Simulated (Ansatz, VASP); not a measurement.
One calculation of AlN, two programs

The input INCAR:

```
SYSTEM = AlN
  PREC = Accurate
  ENCUT = 520
  EDIFF = 1E-6
  ISMEAR = 0
  SIGMA = 0.05
  LREAL = .FALSE.
  LASPH = .TRUE.
  NELM = 80
  ALGO = Normal
  ISIF = 2
  LWAVE = .FALSE.
  LCHARG = .FALSE.
  GGA = CA
  NBANDS = 16
```

The input KPOINTS:

```
regular mesh
0
G
  9 9 6
  0 0 0
```

File POSCAR:

```
AlN
1.0
    3.3577558766      0.0000000000      0.0000000000
   -1.6788779383      2.9079018889      0.0000000000
    0.0000000000      0.0000000000      4.2032046078
Al N
2 2
Direct
    0.3333333333      0.6666666667      0.7773448474
    0.6666666667      0.3333333333      0.2773448474
    0.3333333333      0.6666666667      0.1973259047
    0.6666666667      0.3333333333      0.6973259047
```

Input for Ansatz:

```yaml
crystal:
  lattice:
    - [3.3577558766, 0.0, 0.0]
    - [-1.6788779383, 2.9079018889, 0.0]
    - [0.0, 0.0, 4.2032046078]
  atoms:
    - { symbol: Al, position: [0.3333333333, 0.6666666667, 0.7773448474] }
    - { symbol: Al, position: [0.6666666667, 0.3333333333, 0.2773448474] }
    - { symbol: "N", position: [0.3333333333, 0.6666666667, 0.1973259047] }
    - { symbol: "N", position: [0.6666666667, 0.3333333333, 0.6973259047] }
basis:
  ecutwfc: 520.0
kpoints:
  mp_grid: { grid: [9, 9, 6] }
hamiltonian:
  xc: lda
  pseudopotentials: { kind: paw, azcp: { folder: soft_1 } }
scf:
  occupations: { method: gaussian, width: 0.05 }
output:
  forces: true
  stress: true
  eigenvalues: true
```

Change from the starting cell: mode 4 frozen in at -0.216 Å, equal normal strain along x, y and z +0.0250.

Alike in both runs: task single point; functional LDA; k mesh 9 × 9 × 6; occupations gaussian, width 0.05 eV; no spin polarisation.

```csv
,VASP,Ansatz
version,VASP 6.6.1,Ansatz 0.2.0
potentials or method,"VASP PAW LDA potentials, release 64 (Al, N), cutoff 520 eV","scalar-relativistic, plane waves, PAW"
valence electrons in the cell,16,16
```

Ansatz gave:

* gap on the k mesh at the Fermi level (eV): 3.51
* least direct gap on the mesh (eV): 3.51
* pressure (GPa): -3.5
* traceless stress, the component that is largest in VASP (GPa): 32.94
* rms of the force components (eV/Å): 1.294

**Question.** Estimate VASP's values.

**Answer.** gap on the k mesh at the Fermi level (eV): 3.52; least direct gap on the mesh (eV): 3.52; pressure (GPa): -2.9; traceless stress, the component that is largest in VASP (GPa): 33.47; rms of the force components (eV/Å): 1.334.

Ansatz warns that its potentials were made for another functional, while VASP's fit it. LDA's correlation is that of Perdew and Zunger in VASP and of Perdew and Wang (1992) in Ansatz. Atom by atom the forces differ by 0.040 eV/Å (rms over components).
